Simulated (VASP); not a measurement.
Input of a VASP 6.6.1 run:

INCAR

```
PREC     = Accurate       # precision mode
ENCUT    = 600            # plane-wave cutoff, eV
EDIFF    = 1E-6           # SCF threshold, eV
ISMEAR   = 0              # smearing method
SIGMA    = 0.1            # smearing width, eV
LREAL    = False          # projectors in reciprocal space
LASPH    = True           # aspherical terms in the spheres
NELM     = 80             # most SCF steps
ALGO     = Normal         # electronic algorithm
ISIF     = 3              # what is computed and relaxed
LWAVE    = False          # write WAVECAR
LCHARG   = False          # write CHGCAR
GGA      = PE             # functional
IBRION   = 2              # ionic algorithm
NSW      = 100            # ionic steps
EDIFFG   = -0.01          # ionic threshold
```

The input KPOINTS:

```
Automatic mesh
0
Gamma
  8 8 8
```

Contents of POSCAR:

```
SbS5
1.0
    0.0000000000      3.8278617374      3.8278617374
    3.8278617374      0.0000000000      3.8278617374
    3.8278617374      3.8278617374      0.0000000000
Sb S
1 5
Direct
    0.0000000000      0.0000000000      0.0000000000
    0.7500000000      0.7500000000      0.7500000000
    0.3881187171      0.3881187171      0.8356438487
    0.3881187171      0.8356438487      0.3881187171
    0.3881187171      0.3881187171      0.3881187171
    0.8356438487      0.3881187171      0.3881187171
```

Potentials or basis: VASP PAW PBE potentials, release 64 (Sb, S).

The run is started by

```sh
$ cat potpaw_PBE.64/Sb/POTCAR potpaw_PBE.64/S/POTCAR > POTCAR
$ mpirun -np 1 vasp_std > vasp.out
```

Task: Estimate the band gap on the k mesh.

Result: Zero (an odd number of electrons rules out a gap without spin polarisation).

Task: Predict the space group after relaxing (to 0.1 Å).

Result: F-43m (No. 216).

Task: Estimate the relaxed cell.

Result: a = 5.355 Å, b = 5.355 Å, c = 5.355 Å, α = 60.00°, β = 60.00°, γ = 60.00°.

Final structure:
```
Sb S
1.0
     0.00000    3.78677    3.78677
     3.78677    0.00000    3.78677
     3.78677    3.78677    0.00000
Sb S
1 5
Direct
  0.00000 0.00000 0.00000
  0.75000 0.75000 0.75000
  0.38293 0.38293 0.85121
  0.38293 0.85121 0.38293
  0.38293 0.38293 0.38293
  0.85121 0.38293 0.38293
```

Caveat: spin-orbit coupling is left out, which moves the levels of the heavy elements.
